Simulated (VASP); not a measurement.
# Zr (Fd-3m) in VASP: relaxation of cell and atoms with PBE

Aim: the relaxation of cell and atoms of Zr with PBE.

All numbers are computed with VASP 6.6.1; they aren't measurements. Logs are shortened: lines on timing, memory, paths and dates and some standing lists are left out, and cuts for length are marked.

### 1 The cell of the first run

The structure is cubic, space group Fd-3m (No. 227). The conventional cell has a = 6.439 Å, b = 6.439 Å, c = 6.439 Å, α = 90.00°, β = 90.00°, γ = 90.00°. Within 3.7 Å of Zr (site symmetry -43m) lie 4 Zr at 2.79 Å.

### 2 Relaxation of cell and atoms, PBE

Contents of INCAR:

```
SYSTEM = Zr
PREC = Accurate
ENCUT = 600
EDIFF = 1E-6
ISMEAR = -1
SIGMA = 0.05
LREAL = .FALSE.
LASPH = .TRUE.
NELM = 100
ALGO = Normal
ISIF = 3
LWAVE = .FALSE.
LCHARG = .FALSE.
GGA = PE
IBRION = 2
NSW = 100
EDIFFG = -0.005
```

Contents of KPOINTS:

```
regular mesh
0
G
  10 10 10
  0 0 0
```

Contents of POSCAR:

```
Zr
1.0
    0.0000000000      3.2195088072      3.2195088072
    3.2195088072      0.0000000000      3.2195088072
    3.2195088072      3.2195088072      0.0000000000
Zr
2
Direct
    0.0000000000      0.0000000000      0.0000000000
    0.2500000000      0.2500000000      0.2500000000
```

Potentials or basis: VASP PAW PBE potentials, release 64 (Zr_sv).

The run is started by

```bash
$ cat potpaw_PBE.64/Zr_sv/POTCAR > POTCAR
$ mpirun -np 1 vasp_std > vasp.out
```

OUTCAR:

```text
SYSTEM = Zr
   PREC = Accurate
   ENCUT = 600
   EDIFF = 1E-6
   ISMEAR = -1
   LREAL = .FALSE.
   LASPH = .TRUE.
   NELM = 100
   ISIF = 3
   GGA = PE
   IBRION = 2
   NSW = 100
   EDIFFG = -0.005

 ion  position               nearest neighbor table
   1  0.000  0.000  0.000-   2 2.79   2 2.79   2 2.79   2 2.79
   2  0.250  0.250  0.250-   1 2.79   1 2.79   1 2.79   1 2.79

  LATTYP: Found a face centered cubic cell.
 ALAT       =     6.4390176144

  Lattice vectors:

 A1 = (   0.0000000000,   3.2195088072,   3.2195088072)
 A2 = (   3.2195088072,   0.0000000000,   3.2195088072)
 A3 = (   3.2195088072,   3.2195088072,   0.0000000000)

Analysis of symmetry for initial positions (statically):
=====================================================================
 Subroutine PRICEL returns:
 Original cell was already a primitive cell.

 Routine SETGRP: Setting up the symmetry group for a
 face centered cubic supercell.

 Subroutine GETGRP returns: Found 48 space group operations
 (whereof 24 operations were pure point group operations)
 out of a pool of 48 trial point group operations.

The static configuration has the point symmetry T_d .
 The point group associated with its full space group is O_h .

Analysis of symmetry for dynamics (positions and initial velocities):
=====================================================================
 Subroutine PRICEL returns:
 Original cell was already a primitive cell.

 Routine SETGRP: Setting up the symmetry group for a
 face centered cubic supercell.

 Subroutine GETGRP returns: Found 48 space group operations
 (whereof 24 operations were pure point group operations)
 out of a pool of 48 trial point group operations.

The dynamic configuration has the point symmetry T_d .
 The point group associated with its full space group is O_h .

 Subroutine INISYM returns: Found 48 space group operations
 (whereof 24 operations are pure point group operations),
 and found     1 'primitive' translations

----------------------------------------------------------------------------------------

                                     Primitive cell

  volume of cell :      66.7419

  direct lattice vectors                    reciprocal lattice vectors
     0.000000000  3.219508807  3.219508807    -0.155303194  0.155303194  0.155303194
     3.219508807  0.000000000  3.219508807     0.155303194 -0.155303194  0.155303194
     3.219508807  3.219508807  0.000000000     0.155303194  0.155303194 -0.155303194

  length of vectors
     4.553073019  4.553073019  4.553073019     0.268993022  0.268993022  0.268993022

  position of ions in fractional coordinates (direct lattice)
     0.000000000  0.000000000  0.000000000
     0.250000000  0.250000000  0.250000000

  ion indices of the primitive-cell ions
   primitive index   ion index
                 1           1
                 2           2

----------------------------------------------------------------------------------------

 KPOINTS: regular mesh

Automatic generation of k-mesh.
 Grid dimensions read from file:
 generate k-points for:   10   10   10

 Generating k-lattice:

  Cartesian coordinates                     Fractional coordinates (reciprocal lattice)
    -0.015530319  0.015530319  0.015530319     0.100000000  0.000000000  0.000000000
     0.015530319 -0.015530319  0.015530319     0.000000000  0.100000000  0.000000000
     0.015530319  0.015530319 -0.015530319     0.000000000  0.000000000  0.100000000

  Length of vectors
     0.026899302  0.026899302  0.026899302

  Shift w.r.t. Gamma in fractional coordinates (k-lattice)
     0.000000000  0.000000000  0.000000000

 Subroutine IBZKPT returns following result:
 ===========================================

 Found     47 irreducible k-points:

 Following reciprocal coordinates:
            Coordinates               Weight
  0.000000  0.000000  0.000000      1.000000
  0.100000  0.000000  0.000000      8.000000
  0.200000  0.000000  0.000000      8.000000
  0.300000  0.000000  0.000000      8.000000
  0.400000  0.000000  0.000000      8.000000
  0.500000  0.000000  0.000000      4.000000
[... 16 lines left out ...]
  0.300000  0.300000  0.000000      6.000000
  0.400000  0.300000  0.000000     24.000000
 [... further k-points ...]
   k-points           NKPTS =     47   k-points in BZ     NKDIM =     47   number of bands    NBANDS=     16
   number of dos      NEDOS =    301   number of ions     NIONS =      2
   total plane-waves  NPLWV =  46656
   dimension x,y,z NGX =    36 NGY =   36 NGZ =   36
   dimension x,y,z NGXF=    72 NGYF=   72 NGZF=   72
   ions per type =               2
   NGX,Y,Z   is equivalent  to a cutoff of  13.14, 13.14, 13.14 a.u.
   NGXF,Y,Z  is equivalent  to a cutoff of  26.29, 26.29, 26.29 a.u.
 SYSTEM =  Zr
   PREC   = accura    normal or accurate (medium, high low for compatibility)
   ISTART =      0    job   : 0-new  1-cont  2-samecut
   ICHARG =      2    charge: 1-file 2-atom 10-const
   ISPIN  =      1    spin polarized calculation?
   LNONCOLLINEAR =      F non collinear calculations
   LSORBIT =      F    spin-orbit coupling
   LASPH  =      T    aspherical Exc in radial PAW
   ENCUT  =  600.0 eV  44.10 Ry    6.64 a.u.   9.09  9.09  9.09*2*pi/ulx,y,z
   NELM   =    100;   NELMIN=  2; NELMDL= -5     # of ELM steps
   EDIFF  = 0.1E-05   stopping-criterion for ELM
   LREAL  =      F    real-space projection
   EDIFFG = -.5E-02   stopping-criterion for IOM
   NSW    =    100    number of steps for IOM
   IBRION =      2    ionic relax: 0-MD 1-quasi-New 2-CG
   NFREE  =      1    steps in history (QN), initial steepest desc. (CG)
   ISIF   =      3    stress and relaxation
   ISYM   =      2    0-nonsym 1-usesym 2-fastsym
   POTIM  = 0.5000    time-step for ionic-motion
   TEBEG  =    0.0;   TEEND  =   0.0 temperature during run
   PSTRESS=    0.0 pullay stress
   NELECT =      24.0000    total number of electrons
   NUPDOWN=      -1.0000    fix difference up-down
   EMIN   =  10.00;   EMAX   =-10.00  energy-range for DOS
   EFERMI =   0.00;   METHOD = LEGACY
   ISMEAR =    -1;   SIGMA  =   0.05  broadening in eV -4-tet -1-fermi 0-gaus
   EFERMI_NEDOS =   21; number of points for ismear=-14 and -15
   IALGO  =     38    algorithm
   IMIX   =      4    mixing-type and parameters
     AMIX     =   0.40;   BMIX     =  1.00
     AMIX_MAG =   1.60;   BMIX_MAG =  1.00
  volume/ion in A,a.u.               =      33.37       225.20
  Fermi-wavevector in a.u.,A,eV,Ry     =   1.164159  2.199941 18.439515  1.355266
  Thomas-Fermi vector in A             =   2.300700
   LORBIT       =      0    0 simple, 1 ext, 2 COOP (PROOUT), +10 PAW based schemes
   GGA     = PE    functional components
   LHFCALC =     F    Hartree Fock is set to
   AEXX    =    0.0000 exact exchange contribution
   IVDW    =     0    specifies the selected vdW correction
   LEPSILON=     F    determine dielectric tensor
   LRPA    =     F    only Hartree local field effects (RPA)
 conjugate gradient relaxation of ions
 non-spin polarized calculation
  energy-cutoff  :      600.00
  volume of cell :       66.74
 maximum number of plane-waves:      2252
   NGX = 19   NGY = 19   NGZ = 19

--------------------------------------- Ionic step        1  -------------------------------------------

 number of electron      24.0000000 magnetization

 Free energy of the ion-electron system (eV)
  ---------------------------------------------------
  ext. energy  EPLUGINS =         0.00000000
  ---------------------------------------------------
  free energy    TOTEN  =       -12.21434938 eV

  energy without entropy =      -12.16516757  energy(sigma->0) =      -12.18975848

------------------------ aborting loop because EDIFF is reached ----------------------------------------

  FORCE on cell =-STRESS in cart. coord.  units (eV):
  Direction    XX          YY          ZZ          XY          YZ          ZX
  --------------------------------------------------------------------------------------
  -------------------------------------------------------------------------------------
  Total       -0.9971265     -0.9971265     -0.9971265      0.0000000      0.0000000      0.0000000
  in kB      -23.9365751    -23.9365751    -23.9365751      0.0000000      0.0000000      0.0000000
  external PRESSURE =     -23.9365751 kB  Pullay stress =       0.0000000 kB

 VOLUME and BASIS-vectors are now :
 -----------------------------------------------------------------------------
  energy-cutoff  :      600.00
  volume of cell :       66.74
      direct lattice vectors                 reciprocal lattice vectors
     0.000000000  3.219508807  3.219508807    -0.155303194  0.155303194  0.155303194
     3.219508807  0.000000000  3.219508807     0.155303194 -0.155303194  0.155303194
     3.219508807  3.219508807  0.000000000     0.155303194  0.155303194 -0.155303194
[... 37 lines left out ...]
 POSITION                                       TOTAL-FORCE (eV/Angst)
 -----------------------------------------------------------------------------------
      3.14207      6.28415      3.14207         0.000000     -0.000000     -0.000000
      1.57104      1.57104      1.57104        -0.000000      0.000000      0.000000
 -----------------------------------------------------------------------------------
    total drift:                                0.000000      0.000000      0.000000

  FREE ENERGIE OF THE ION-ELECTRON SYSTEM (eV)
  ---------------------------------------------------
  free  energy   TOTEN  =       -12.2527229562 eV

  energy  without entropy=      -12.2112677425  energy(sigma->0) =      -12.23199535

--------------------------------------- Ionic step        3  -------------------------------------------

 number of electron      24.0000000 magnetization

 Free energy of the ion-electron system (eV)
  ---------------------------------------------------
  ext. energy  EPLUGINS =         0.00000000
  ---------------------------------------------------
  free energy    TOTEN  =       -12.25272717 eV

  energy without entropy =      -12.21133316  energy(sigma->0) =      -12.23203017

 E-fermi :   5.5654     XC(G=0):  -9.5227

 val. band max:        5.5623241069   @ k =   0.0000   0.0000   0.0000
 cond. band min:       5.5724854760   @ k =   0.2000   0.1000   0.0000
 fundamental gap:      0.0101613691
 Fermi energy:         5.5653614292

 k-point     1 :       0.0000    0.0000    0.0000
  band No.  band energies     occupation
      1     -43.3403      2.00000
      2     -42.7791      2.00000
      3     -21.6785      2.00000
      4     -21.6785      2.00000
      5     -21.6785      2.00000
      6     -20.7023      2.00000
[... 8 lines left out ...]
     15       7.6664      0.00000
     16       7.6664      0.00000
[... 419 lines left out ...]
 k-point    24 :       0.4000    0.3000    0.0000
  band No.  band energies     occupation
      1     -43.1879      2.00000
      2     -42.9392      2.00000
      3     -21.8755      2.00000
      4     -21.8657      2.00000
      5     -21.4224      2.00000
      6     -20.9716      2.00000
[... 8 lines left out ...]
     15       6.7111      0.00000
     16       8.4243      0.00000

 [... further k-points ...]

------------------------ aborting loop because EDIFF is reached ----------------------------------------

  FORCE on cell =-STRESS in cart. coord.  units (eV):
  Direction    XX          YY          ZZ          XY          YZ          ZX
  --------------------------------------------------------------------------------------
  -------------------------------------------------------------------------------------
  Total        0.0005534      0.0005534      0.0005534      0.0000000      0.0000000      0.0000000
  in kB        0.0143026      0.0143026      0.0143026      0.0000000      0.0000000      0.0000000
  external PRESSURE =       0.0143026 kB  Pullay stress =       0.0000000 kB

 VOLUME and BASIS-vectors are now :
 -----------------------------------------------------------------------------
  energy-cutoff  :      600.00
  volume of cell :       61.99
      direct lattice vectors                 reciprocal lattice vectors
     0.000000000  3.141178897  3.141178897    -0.159175907  0.159175907  0.159175907
     3.141178897 -0.000000000  3.141178897     0.159175907 -0.159175907  0.159175907
     3.141178897  3.141178897  0.000000000     0.159175907  0.159175907 -0.159175907

 POSITION                                       TOTAL-FORCE (eV/Angst)
 -----------------------------------------------------------------------------------
      0.00000     -0.00000      0.00000        -0.000000     -0.000000     -0.000000
      1.57059      1.57059      1.57059         0.000000      0.000000      0.000000
 -----------------------------------------------------------------------------------
    total drift:                                0.000000      0.000000      0.000000

  FREE ENERGIE OF THE ION-ELECTRON SYSTEM (eV)
  ---------------------------------------------------
  free  energy   TOTEN  =       -12.2527271728 eV

  energy  without entropy=      -12.2113331647  energy(sigma->0) =      -12.23203017

 reached required accuracy - stopping structural energy minimisation
```

It took 2.5 min on 1 thread of Intel Xeon 6975P-C, shared host; peak memory 0.24 GiB.

What came out:

```yaml
Free_energy: -12.2527 eV
Relaxed_volume: 30.99 Å³/atom
Relaxed_cell: a = 4.442 Å, b = 4.442 Å, c = 4.442 Å, α = 60.00°, β = 60.00°, γ = 60.00°
Space_group_after_relaxing_to_0.05_Å: Fd-3m (No. 227)
Energy_gained_by_relaxing: 19.2 meV/atom
Ionic_steps: 3
Pressure_after_relaxing: 0.0 GPa
Band_gap_on_the_k_mesh: zero (band 12 reaches 5.63 eV, above the bottom of band 13 at 5.43 eV)
```

The path:
| step | energy change (eV) | largest force (eV/Å) | pressure (GPa) | volume (Å³) |
| --- | --- | --- | --- | --- |
| 1 | 0.0000 | 0.0000 | -2.39 | 66.74 |
| 2 | -0.0384 | 0.0000 | -0.03 | 62.04 |
| 3 | -0.0384 | 0.0000 | 0.00 | 61.99 |

Final structure:
```
Zr
1.0
     0.00000    3.14118    3.14118
     3.14118    0.00000    3.14118
     3.14118    3.14118    0.00000
Zr
2
Direct
  0.00000 0.00000 0.00000
  0.25000 0.25000 0.25000
```

Levels at points of the mesh, in eV from the Fermi level:
```
           k point  band 8  band 9  band 10  band 11  band 12  band 13  band 14  band 15  band 16
(0.00, 0.00, 0.00)  -26.27   -4.07    -0.81    -0.81     0.00     0.00     0.00     2.10     2.10
(0.50, 0.00, 0.00)  -26.14   -1.67    -1.09    -0.71    -0.71    -0.14    -0.14     0.70     3.16
(0.50, 0.50, 0.00)  -26.01   -1.76    -1.76    -0.06    -0.06     0.30     0.30     1.72     1.72
```
